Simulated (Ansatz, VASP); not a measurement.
**F in VASP and in Ansatz**

The input INCAR:

```
SYSTEM = F
ALGO = Normal ; EDIFF = 1E-6
ENCUT = 520 ; GGA = PE
ISIF = 2 ; ISMEAR = 0
IVDW = 12 ; LASPH = .True.
LCHARG = .False. ; LREAL = .False.
LWAVE = .False. ; NBANDS = 22
NELM = 100 ; PREC = Accurate
SIGMA = 0.05
```

File KPOINTS:

```
k-points
0
Gamma
  8 8 4
  0 0 0
```

The input POSCAR:

```
F
1.0
    2.7808297279     -1.8031840881      0.2934691209
    2.7808297279      1.8031840881      0.2934691209
   -0.8391396430      0.0000000000      6.7923032529
F
4
Direct
    0.9138648456      0.5855481450      0.0939279973
    0.4144518550      0.0861351544      0.4060720027
    0.0861351544      0.4144518550      0.9060720027
    0.5855481450      0.9138648456      0.5939279973
```

Input for Ansatz:

```yaml
crystal:
  lattice:
    - [2.7808297279, -1.8031840881, 0.2934691209]
    - [2.7808297279, 1.8031840881, 0.2934691209]
    - [-0.839139643, 0.0, 6.7923032529]
  atoms:
    - { symbol: F, position: [0.9138648456, 0.585548145, 0.0939279973] }
    - { symbol: F, position: [0.414451855, 0.0861351544, 0.4060720027] }
    - { symbol: F, position: [0.0861351544, 0.414451855, 0.9060720027] }
    - { symbol: F, position: [0.585548145, 0.9138648456, 0.5939279973] }
basis:
  ecutwfc: 520.0
kpoints:
  mp_grid: { grid: [8, 8, 4] }
hamiltonian:
  xc: pbe
  dispersion: d3bj
scf:
  occupations: { method: gaussian, width: 0.05 }
output:
  forces: true
  stress: true
  eigenvalues: true
```

Change from the starting cell: volume 17.252 Å^3 an atom, stretch along a over the lengths across it, relative to the relaxed cell 0.9802.

Alike in both runs: task single point; functional PBE; dispersion D3(BJ); k mesh 8 × 8 × 4; occupations gaussian, width 0.05 eV; no spin polarisation.

```csv
,VASP,Ansatz
version,VASP 6.6.1,Ansatz 0.2.0
potentials or method,"VASP PAW PBE potentials, release 64 (F), cutoff 520 eV","scalar-relativistic, plane waves, PAW"
valence electrons in the cell,28,28
```

```csv
,VASP,Ansatz,Ansatz less VASP
gap on the k mesh at the Fermi level (eV),2.85,2.92,+0.070
least direct gap on the mesh (eV),2.85,2.92,+0.070
pressure (GPa),-0.4,-0.7,-0.29
"traceless stress, the component that is largest in VASP (GPa)",0.05,-1.07,-1.120
rms of the force components (eV/Å),0.022,0.183,+0.1604
```

Atom by atom the forces differ by 0.205 eV/Å (rms over components). One of these differences is far larger than is usual between the two programs; its cause wasn't traced.
